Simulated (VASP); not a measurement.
# Zr3O (P6_322) in VASP: a series of runs

Runs on Zr3O. Level: PBEsol. Tasks: single point.

Program: VASP 6.6.1. These are calculated values, not measurements. Logs are shortened: lines on timing, memory, paths and dates and some standing lists are left out, and cuts for length are marked.

## Step 1: The cell of the first run

Symmetry: P6_322, No. 182, hexagonal system. The conventional cell has a = 5.711 Å, b = 5.711 Å, c = 4.930 Å, α = 90.00°, β = 90.00°, γ = 120.00°. Within 3.0 Å of Zr (site symmetry 2) lie 2 O at 2.21 Å and 2 Zr at 2.94 Å. O (site symmetry 32) has 6 Zr at 2.21 Å within 2.9 Å.

## Step 2: Single point, PBEsol

Input file INCAR:

```
ALGO     = Normal         # electronic algorithm
EDIFF    = 1E-6           # SCF threshold, eV
ENCUT    = 520            # plane-wave cutoff, eV
GGA      = PS             # functional
ISIF     = 2              # what is computed and relaxed
ISMEAR   = 0              # smearing method
LASPH    = T              # aspherical terms in the spheres
LCHARG   = F              # write CHGCAR
LREAL    = F              # projectors in reciprocal space
LWAVE    = F              # write WAVECAR
NBANDS   = 52             # bands
NELM     = 60             # most SCF steps
PREC     = Accurate       # precision mode
SIGMA    = 0.15           # smearing width, eV
```

Input file KPOINTS:

```
k-points
0
Gamma
  9 9 8
```

Input file POSCAR:

```
Zr3O
1.0
    5.7109074789      0.0000000000      0.0000000000
   -2.8554537395      4.9457909554      0.0000000000
    0.0000000000      0.0000000000      4.9296553358
Zr O
6 2
Direct
    0.3596178438      0.0000000000      0.0000000000
    0.3596178438      0.3596178438      0.5000000000
    0.0000000000      0.3596178438      0.0000000000
    0.6403821562      0.0000000000      0.5000000000
    0.6403821562      0.6403821562      0.0000000000
    0.0000000000      0.6403821562      0.5000000000
    0.3333333333      0.6666666667      0.2500000000
    0.6666666667      0.3333333333      0.7500000000
```

Potentials or basis: VASP PAW PBE potentials, release 64 (Zr_sv, O).

Command:

```sh
$ cat potpaw_PBE.64/Zr_sv/POTCAR potpaw_PBE.64/O/POTCAR > POTCAR
$ mpirun -np 1 vasp_std > vasp.out
```

OUTCAR:

```text
EDIFF = 1E-6
   ENCUT = 520
   GGA = PS
   ISIF = 2
   ISMEAR = 0
   LASPH = T
   LREAL = F
   NELM = 60
   PREC = Accurate

 ion  position               nearest neighbor table
   1  0.360  0.000  0.000-   7 2.21   8 2.21   4 2.94   4 2.94   3 3.18   3 3.18   5 3.18   5 3.18
                             6 3.21   6 3.21   2 3.21   2 3.21   5 3.56   3 3.56
   2  0.360  0.360  0.500-   8 2.21   7 2.21   5 2.94   5 2.94   6 3.18   4 3.18   6 3.18   4 3.18
                             3 3.21   3 3.21   1 3.21   1 3.21   4 3.56   6 3.56
   3  0.000  0.360  0.000-   8 2.21   7 2.21   6 2.94   6 2.94   1 3.18   5 3.18   1 3.18   5 3.18
                             4 3.21   4 3.21   2 3.21   2 3.21   5 3.56   1 3.56
   4  0.640  0.000  0.500-   8 2.21   7 2.21   1 2.94   1 2.94   6 3.18   6 3.18   2 3.18   2 3.18
                             3 3.21   3 3.21   5 3.21   5 3.21   2 3.56   6 3.56
   5  0.640  0.640  0.000-   7 2.21   8 2.21   2 2.94   2 2.94   3 3.18   1 3.18   3 3.18   1 3.18
                             6 3.21   6 3.21   4 3.21   4 3.21   1 3.56   3 3.56
   6  0.000  0.640  0.500-   7 2.21   8 2.21   3 2.94   3 2.94   4 3.18   2 3.18   4 3.18   2 3.18
                             1 3.21   1 3.21   5 3.21   5 3.21   2 3.56   4 3.56
   7  0.333  0.667  0.250-   6 2.21   1 2.21   3 2.21   4 2.21   5 2.21   2 2.21
   8  0.667  0.333  0.750-   3 2.21   4 2.21   6 2.21   1 2.21   2 2.21   5 2.21

  LATTYP: Found a hexagonal cell.
 ALAT       =     5.7109074789
 C/A-ratio  =     0.8632000000

  Lattice vectors:

 A1 = (   5.7109074789,   0.0000000000,   0.0000000000)
 A2 = (  -2.8554537395,   4.9457909554,   0.0000000000)
 A3 = (   0.0000000000,   0.0000000000,   4.9296553358)

Analysis of symmetry for initial positions (statically):
=====================================================================
 Subroutine PRICEL returns:
 Original cell was already a primitive cell.

 Routine SETGRP: Setting up the symmetry group for a
 hexagonal supercell.

 Subroutine GETGRP returns: Found 12 space group operations
 (whereof  6 operations were pure point group operations)
 out of a pool of 24 trial point group operations.

The static configuration has the point symmetry D_3 .
 The point group associated with its full space group is D_6 .

Analysis of symmetry for dynamics (positions and initial velocities):
=====================================================================
 Subroutine PRICEL returns:
 Original cell was already a primitive cell.

 Routine SETGRP: Setting up the symmetry group for a
 hexagonal supercell.

 Subroutine GETGRP returns: Found 12 space group operations
 (whereof  6 operations were pure point group operations)
[... 123 lines left out ...]
   POTIM  = 0.5000    time-step for ionic-motion
   TEBEG  =    0.0;   TEEND  =   0.0 temperature during run
   PSTRESS=    0.0 pullay stress
   NELECT =      84.0000    total number of electrons
   NUPDOWN=      -1.0000    fix difference up-down
   EMIN   =  10.00;   EMAX   =-10.00  energy-range for DOS
   EFERMI =   0.00;   METHOD = LEGACY
   ISMEAR =     0;   SIGMA  =   0.15  broadening in eV -4-tet -1-fermi 0-gaus
   EFERMI_NEDOS =   21; number of points for ismear=-14 and -15
   IALGO  =     38    algorithm
   IMIX   =      4    mixing-type and parameters
     AMIX     =   0.40;   BMIX     =  1.00
     AMIX_MAG =   1.60;   BMIX_MAG =  1.00
  volume/ion in A,a.u.               =      17.40       117.45
  Fermi-wavevector in a.u.,A,eV,Ry     =   1.383297  2.614052 26.034894  1.913511
  Thomas-Fermi vector in A             =   2.507908
   LORBIT       =      0    0 simple, 1 ext, 2 COOP (PROOUT), +10 PAW based schemes
   GGA     = PS    functional components
   LHFCALC =     F    Hartree Fock is set to
   AEXX    =    0.0000 exact exchange contribution
   IVDW    =     0    specifies the selected vdW correction
   LEPSILON=     F    determine dielectric tensor
   LRPA    =     F    only Hartree local field effects (RPA)
 non-spin polarized calculation
 Gauss-broadening in eV      SIGMA  =   0.15
  energy-cutoff  :      520.00
  volume of cell :      139.24
 maximum number of plane-waves:      3792
   NGX = 21   NGY = 21   NGZ = 19

 number of electron      84.0000009 magnetization

 Free energy of the ion-electron system (eV)
  ---------------------------------------------------
  ext. energy  EPLUGINS =         0.00000000
  ---------------------------------------------------
  free energy    TOTEN  =       -76.05312683 eV

  energy without entropy =      -75.97268303  energy(sigma->0) =      -76.01290493

 E-fermi :   9.7847     XC(G=0): -11.7341

 val. band max:        9.7832849485   @ k =   0.0000   0.0000   0.2500
 cond. band min:       9.7925499427   @ k =   0.2222   0.1111   0.2500
 fundamental gap:      0.0092649941
 Fermi energy:         9.7847299909

 k-point     1 :       0.0000    0.0000    0.0000
  band No.  band energies     occupation
      1     -38.9895      2.00000
      2     -38.8137      2.00000
      3     -38.8137      2.00000
      4     -38.7518      2.00000
      5     -38.7287      2.00000
      6     -38.7287      2.00000
[... 1309 lines left out ...]
     51      12.7657      0.00000
     52      13.0023      0.00000

 [... further k-points ...]

------------------------ aborting loop because EDIFF is reached ----------------------------------------

  FORCE on cell =-STRESS in cart. coord.  units (eV):
  Direction    XX          YY          ZZ          XY          YZ          ZX
  --------------------------------------------------------------------------------------
  -------------------------------------------------------------------------------------
  Total        1.2237734      1.2237734      9.8465902     -0.0000000      0.0000000      0.0000000
  in kB       14.0816702     14.0816702    113.3023736     -0.0000000      0.0000000      0.0000000
  external PRESSURE =      47.1552380 kB  Pullay stress =       0.0000000 kB

 VOLUME and BASIS-vectors are now :
 -----------------------------------------------------------------------------
  energy-cutoff  :      520.00
  volume of cell :      139.24
      direct lattice vectors                 reciprocal lattice vectors
     5.710907479  0.000000000  0.000000000     0.175103520  0.101096064  0.000000000
    -2.855453740  4.945790955  0.000000000     0.000000000  0.202192128  0.000000000
     0.000000000  0.000000000  4.929655336     0.000000000  0.000000000  0.202853938

 POSITION                                       TOTAL-FORCE (eV/Angst)
 -----------------------------------------------------------------------------------
      2.05374      0.00000      0.00000        -1.299477      0.000000      0.000000
      1.02687      1.77859      2.46483        -0.649738     -1.125380      0.000000
     -1.02687      1.77859      0.00000         0.649738     -1.125380      0.000000
      3.65716      0.00000      2.46483         1.299477      0.000000     -0.000000
      1.82858      3.16720      0.00000         0.649738      1.125380      0.000000
     -1.82858      3.16720      2.46483        -0.649738      1.125380      0.000000
     -0.00000      3.29719      1.23241        -0.000000      0.000000      0.000000
      2.85545      1.64860      3.69724         0.000000      0.000000     -0.000000
 -----------------------------------------------------------------------------------
    total drift:                               -0.000001      0.000000     -0.000000

  FREE ENERGIE OF THE ION-ELECTRON SYSTEM (eV)
  ---------------------------------------------------
  free  energy   TOTEN  =       -76.0531268283 eV

  energy  without entropy=      -75.9726830290  energy(sigma->0) =      -76.01290493
```

stdout:

```text
POSCAR found type information on POSCAR ZrO
 POSCAR found :  2 types and       8 ions
 scaLAPACK will be used
 -----------------------------------------------------------------------------
|                                                                             |
|                                                                             |
|     You enforced a specific xc type in the INCAR file but a different       |
|     I HOPE YOU KNOW WHAT YOU ARE DOING!                                     |
|                                                                             |
 -----------------------------------------------------------------------------

 LDA part: xc-table for (Slater+PW92), standard interpolation
 POSCAR, INCAR and KPOINTS ok, starting setup
 FFT: planning ... GRIDC
 FFT: planning ... GRID_SOFT
 FFT: planning ... GRID
 WAVECAR not read
 entering main loop
```

Run time: 3.9 min. Hardware: 1 thread of Intel Xeon 6975P-C (Granite Rapids), shared host; peak memory 0.46 GiB.

What came out:

| Quantity | Value |
| --- | --- |
| Free energy | -76.0531 eV |
| Pressure | 4.7 GPa |
| Largest force | 1.299 eV/Å |
| Band gap on the k mesh | zero (bands 42 and 43 overlap by 1.05 eV) |

Forces on the atoms (eV/Å):
```
Zr  -1.299  0.000  0.000
Zr  -0.650 -1.125  0.000
Zr   0.650 -1.125  0.000
Zr   1.299  0.000  0.000
Zr   0.650  1.125  0.000
Zr  -0.650  1.125  0.000
O    0.000  0.000  0.000
O    0.000  0.000  0.000
```

Levels at points of the mesh, in eV from the Fermi level:
```csv
k point,band 40,band 41,band 42,band 43,band 44,band 45
"(0.00, 0.00, 0.00)",-1.24,0.48,0.71,0.71,0.88,0.88
"(0.00, 0.00, 0.50)",-0.57,-0.30,-0.30,0.03,0.03,0.31
```

Caveat: the stress differs along the axes, from 1 to 11 GPa; the PAW data sets were made with another functional, which shifts forces and pressure a little.

## Step 3: Single point, PBEsol

This run uses another cell than the first one, of the same volume but with other edges.

Input file INCAR:

```
ALGO = Normal
EDIFF = 1E-7
ENCUT = 520
GGA = PS
ISIF = 2
ISMEAR = 0
LASPH = T
LCHARG = F
LREAL = F
LWAVE = F
NBANDS = 52
NELM = 80
PREC = Accurate
SIGMA = 0.15
```

KPOINTS is that of step 2.

Input file POSCAR:

```
Zr3O
1.0
    5.5842861704      0.0000000000      0.0000000000
   -2.7921430852      4.8361336855      0.0000000000
    0.0000000000      0.0000000000      5.1557455174
Zr O
6 2
Direct
    0.3327567562      0.0000000000      0.0000000000
    0.3327567562      0.3327567562      0.5000000000
    0.0000000000      0.3327567562      0.0000000000
    0.6672432438      0.0000000000      0.5000000000
    0.6672432438      0.6672432438      0.0000000000
    0.0000000000      0.6672432438      0.5000000000
    0.3333333333      0.6666666667      0.2500000000
    0.6666666667      0.3333333333      0.7500000000
```

Potentials or basis: VASP PAW PBE potentials, release 64 (Zr_sv, O).

Command:

```sh
$ cat potpaw_PBE.64/Zr_sv/POTCAR potpaw_PBE.64/O/POTCAR > POTCAR
$ mpirun -np 1 vasp_std > vasp.out
```

It took 4.1 min on 1 thread of Intel Xeon 6975P-C (Granite Rapids), shared host; peak memory 0.46 GiB.

It converged, with:

| Item | Value |
| --- | --- |
| Free energy | -76.6472 eV |
| Pressure | -0.6 GPa |
| Largest force | 0.582 eV/Å |
| Band gap on the k mesh | zero (bands 42 and 43 overlap by 0.76 eV) |

Forces on the atoms (eV/Å):
```
Zr   0.582  0.000  0.000
Zr   0.291  0.504  0.000
Zr  -0.291  0.504  0.000
Zr  -0.582  0.000  0.000
Zr  -0.291 -0.504  0.000
Zr   0.291 -0.504  0.000
O    0.000  0.000  0.000
O    0.000  0.000  0.000
```

Stress tensor (GPa, compression positive):
```
-0.83  0.00  0.00
 0.00 -0.83  0.00
 0.00  0.00 -0.22
```

Levels at points of the mesh, in eV from the Fermi level:
```
           k point  band 38  band 39  band 40  band 41  band 42  band 43  band 44  band 45  band 46  band 47
(0.00, 0.00, 0.00)    -1.36    -0.95    -0.95     0.17     0.66     0.66     0.77     0.85     0.85     1.40
(0.00, 0.00, 0.50)    -1.06    -0.18    -0.18    -0.05    -0.05     0.02     0.02     0.09     0.09     1.70
```

Caveat: the PAW data sets were made with another functional, which shifts forces and pressure a little.

## Step 4: Single point, PBEsol

This run uses another cell than the first one, of the same volume but with other edges.

Input file INCAR:

```
PREC = Accurate ; ENCUT = 520
EDIFF = 1E-7 ; ISMEAR = 0
SIGMA = 0.15 ; LREAL = False
LASPH = True ; NELM = 100
ALGO = Normal ; ISIF = 2
LWAVE = False ; LCHARG = False
GGA = PS ; NBANDS = 52
```

Input file KPOINTS:

```
regular mesh
0
Gamma
  9 9 8
```

Input file POSCAR:

```
Zr3O
1.0
    5.8497104291      0.0000000000      0.0000000000
   -2.9248552145      5.0659978364      0.0000000000
    0.0000000000      0.0000000000      4.6984874166
Zr O
6 2
Direct
    0.3596178438      0.0000000000      0.0000000000
    0.3596178438      0.3596178438      0.5000000000
    0.0000000000      0.3596178438      0.0000000000
    0.6403821562      0.0000000000      0.5000000000
    0.6403821562      0.6403821562      0.0000000000
    0.0000000000      0.6403821562      0.5000000000
    0.3333333333      0.6666666667      0.2500000000
    0.6666666667      0.3333333333      0.7500000000
```

Command:

```sh
$ cat potpaw_PBE.64/Zr_sv/POTCAR potpaw_PBE.64/O/POTCAR > POTCAR
$ mpirun -np 1 vasp_std > vasp.out
```

Run time: 3.9 min. Hardware: 1 thread of Intel Xeon 6975P-C (Granite Rapids), shared host; peak memory 0.46 GiB.

The run converged. Its results:

```yaml
Free_energy: -75.3898 eV
Pressure: 5.3 GPa
Largest_force: 1.293 eV/Å
Band_gap_on_the_k_mesh: zero (bands 42 and 43 overlap by 0.91 eV)
```

Forces in eV/Å, atoms in the order of the input:
```
Zr  -1.293  0.000  0.000
Zr  -0.646 -1.119  0.000
Zr   0.646 -1.119  0.000
Zr   1.293  0.000  0.000
Zr   0.646  1.119  0.000
Zr  -0.646  1.119  0.000
O    0.000  0.000  0.000
O    0.000  0.000  0.000
```

Stress tensor (GPa, compression positive):
```
-1.92  0.00  0.00
 0.00 -1.92  0.00
 0.00  0.00 19.79
```

Levels at points of the mesh, in eV from the Fermi level:
```
           k point  band 40  band 41  band 42  band 43  band 44  band 45
(0.00, 0.00, 0.00)    -1.44     0.65     0.65     0.65     0.94     0.94
(0.00, 0.00, 0.50)    -0.71    -0.46    -0.46    -0.02    -0.02     0.62
```

Caveat: the stress differs along the axes, from -2 to 20 GPa; the PAW data sets were made with another functional, which shifts forces and pressure a little.

## Step 5: The runs side by side

```tsv
cell	gap on the mesh (eV)	pressure (GPa)	largest force (eV/Å)
a = 5.711, b = 5.711, c = 4.930 Å, angles 90.0, 90.0, 120.0°, 8 atoms, atomic positions A	none	4.7	1.30
a = 5.584, b = 5.584, c = 5.156 Å, angles 90.0, 90.0, 120.0°, 8 atoms, atomic positions B	none	-0.6	0.58
a = 5.850, b = 5.850, c = 4.698 Å, angles 90.0, 90.0, 120.0°, 8 atoms, atomic positions A	none	5.3	1.29
```

Alike in all rows: task single point; level PBEsol; potentials or basis VASP PAW PBE potentials, release 64 (Zr_sv, O); no spin polarisation; k mesh 9 × 9 × 8; cutoff (eV) 520; smearing gaussian 0.15 eV.

Caveats: the PAW data sets were made with another functional, which shifts forces and pressure a little; the stress differs along the axes, from 1 to 11 GPa (at least some runs); the stress differs along the axes, from -2 to 20 GPa (at least some runs).

Absolute energies hang on the potentials; compare differences alone.
